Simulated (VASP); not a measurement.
## NaCl: single point with PBE

The system is NaCl.

```
Na Cl
1.0
     0.00000    2.64970    2.80273
     2.80273    0.00000    2.80273
     2.80273    2.64970    0.00000
Na Cl
1 1
Direct
  0.00000 0.00000 0.00000
  0.50000 0.50000 0.50000
```

This cell differs from its parent crystal: uniaxial y strain -5.5%.

```json
{
 "Program": "VASP 6.6.1",
 "Task": "single point",
 "Functional": "PBE",
 "Potentials or basis": "VASP PAW PBE potentials, release 64 (Na_pv, Cl)",
 "Cutoff": "520 eV",
 "k mesh": "8 × 8 × 8",
 "Occupations": "fermi-dirac, width 0.02 eV",
 "Spin": "no spin polarisation"
}
```

| Property | Result |
| --- | --- |
| Pressure | 3.4 GPa |
| Band gap on the k mesh | 5.40 eV |

Stress tensor (GPa, compression positive):
```
2.09 0.00 0.00
0.00 5.98 0.00
0.00 0.00 2.09
```

Levels at points of the mesh, in eV from the valence-band top:
```csv
k point,band 4,band 5,band 6,band 7,band 8,band 9,band 10,band 11
"(0.00, 0.00, 0.00)",-12.86,-0.04,0.00,0.00,5.40,11.05,11.05,11.49
"(0.50, 0.00, 0.00)",-12.43,-2.18,-0.36,-0.29,7.38,10.85,11.22,11.48
"(0.50, 0.50, 0.00)",-12.40,-1.90,-0.73,-0.55,7.77,8.08,11.67,15.18
"(0.50, 0.00, 0.50)",-12.35,-1.83,-0.77,-0.77,7.74,7.85,12.22,15.20
```

It took 34 s on 1 thread of Intel(R) Xeon(R) Platinum 8259CL CPU @ 2.50GHz (Skylake/Cascade Lake) (shared host), peak memory 0.17 GiB.

Caveat: the cell differs from its parent crystal (uniaxial y strain -5.5%); the cell stands under pressure.
